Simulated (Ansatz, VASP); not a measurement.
Br: VASP beside Ansatz

File POSCAR:

```
Br
1.0
   14.0000000000      0.0000000000      0.0000000000
    0.0000000000     14.4000000000      0.0000000000
    0.0000000000      0.0000000000     14.8000000000
Br
1
Direct
    0.5000000000      0.5000000000      0.5000000000
```

The input INCAR.step1:

```
PREC = Accurate
ENCUT = 520
ISMEAR = -1
SIGMA = 0.01
LREAL = F
LASPH = T
NELM = 150
ISPIN = 2
MAGMOM = 1
NBANDS = 14
ISYM = 0
GGA = PE
ALGO = Normal
EDIFF = 1E-4
LWAVE = T
LCHARG = F
```

The input INCAR.step2:

```
PREC = Accurate
ENCUT = 520
EDIFF = 1E-6
ISMEAR = -1
SIGMA = 0.01
LREAL = F
LASPH = T
NELM = 150
ALGO = Normal
ISIF = 2
LWAVE = F
LCHARG = T
ISPIN = 2
MAGMOM = 1
LORBIT = 11
METAGGA = R2SCAN
LMIXTAU = T
LELF = T
LVHAR = T
NBANDS = 14
ISYM = 0
ISTART = 1
```

The input KPOINTS:

```
Automatic mesh
0
Gamma
  1 1 1
```

Input for Ansatz:

```yaml
crystal:
  lattice:
    - [14.0, 0.0, 0.0]
    - [0.0, 14.4, 0.0]
    - [0.0, 0.0, 14.8]
  atoms:
    - { symbol: Br, position: [0.5, 0.5, 0.5], spin: 1.0 }
  symmetry: { detect: false, time_reversal: true }
hamiltonian:
  xc: r2scan
  pseudopotentials:
    kind: paw
    azcp:
      Br: "pseudopotentials/Br.paw.azcp"
basis:
  ecutwfc: 500
  fft_grid_basis: typed
kpoints:
  mp_grid: { grid: [1, 1, 1], shift: [0, 0, 0] }
magnetization:
  spin_polarized: true
scf:
  occupations: { method: fermi_dirac, width: 0.01 }
output:
  write_density: true
  write_potential: true
  elf: true
  volumetric_format: npy
```

Alike in both runs: task single point; functional r2SCAN; k mesh 1 × 1 × 1; occupations fermi-dirac, width 0.01 eV; collinear spin.

|  | VASP | Ansatz |
| --- | --- | --- |
| version | VASP 6.6.1 | Ansatz 0.2.0 |
| potentials or method | VASP PAW PBE potentials, release 64 (Br), cutoff 520 eV | plane waves (500 eV) with PAW, scalar-relativistic |
| valence electrons in the cell | 7 | 7 |

|  | VASP | Ansatz | Ansatz less VASP |
| --- | --- | --- | --- |
| gap on the k mesh at the Fermi level (eV) | 0.96 | 0.94 | -0.016 |
| net moment per atom (μB) | 0.99 | 1.00 | +0.011 |
| size of the moment on the site where the two differ most (μB) | 0.67 | 1.00 | +0.326 |

VASP's potentials were made for PBE, not for r2SCAN. Site moments also hang on the region over which each program counts them. With one functional, cell and mesh, what is left measures potentials, basis and numerics. Ansatz's warnings: stability check not made, xc potential rough in thin density.
